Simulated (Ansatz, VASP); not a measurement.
TiAl: VASP beside Ansatz

Contents of INCAR:

```
ALGO = Fast ; EDIFF = 1E-6
ENCUT = 520 ; GGA = PE
ISIF = 2 ; ISMEAR = 0
LASPH = T ; LCHARG = F
LREAL = F ; LWAVE = F
NBANDS = 14 ; NELM = 100
PREC = Accurate ; SIGMA = 0.15
```

File KPOINTS:

```
k-points
0
Gamma
  16 16 16
```

The input POSCAR:

```
TiAl
1.0
    3.1790640000      0.0000000000      0.0000000000
    0.0000000000      3.1790640000      0.0000000000
    0.0000000000      0.0000000000      2.9247388800
Ti Al
1 1
Direct
    0.0000000000      0.0000000000      0.0000000000
    0.5000000000      0.5000000000      0.5000000000
```

Input for Ansatz:

```yaml
crystal:
  lattice:
    - [3.179064, 0.0, 0.0]
    - [0.0, 3.179064, 0.0]
    - [0.0, 0.0, 2.92473888]
  atoms:
    - { symbol: Ti, position: [0.0, 0.0, 0.0] }
    - { symbol: Al, position: [0.5, 0.5, 0.5] }
basis:
  ecutwfc: 420
kpoints:
  mp_grid: { grid: [16, 16, 16] }
hamiltonian:
  xc: pbe
scf:
  occupations: { method: gaussian, width: 0.15 }
output:
  forces: true
  stress: true
  eigenvalues: true
```

Change from the starting cell: strain +0.000 along x and y, -0.080 along z, atoms carried along.

Alike in both runs: task single point; functional PBE; k mesh 16 × 16 × 16; occupations gaussian, width 0.15 eV; no spin polarisation.

|  | VASP | Ansatz |
| --- | --- | --- |
| version | VASP 6.6.1 | Ansatz 0.2.0 |
| potentials or method | VASP PAW PBE potentials, release 64 (Ti_sv, Al), cutoff 520 eV | scalar-relativistic, plane waves, PAW |
| valence electrons in the cell | 15 | 15 |

```csv
,VASP,Ansatz,Ansatz less VASP
gap on the k mesh at the Fermi level (eV),none,none,-
pressure (GPa),12.3,12.4,+0.10
"traceless stress, the component that is largest in VASP (GPa)",-0.50,-0.48,+0.020
```

A gap of «none» marks a metal or a gap that the smearing closes.
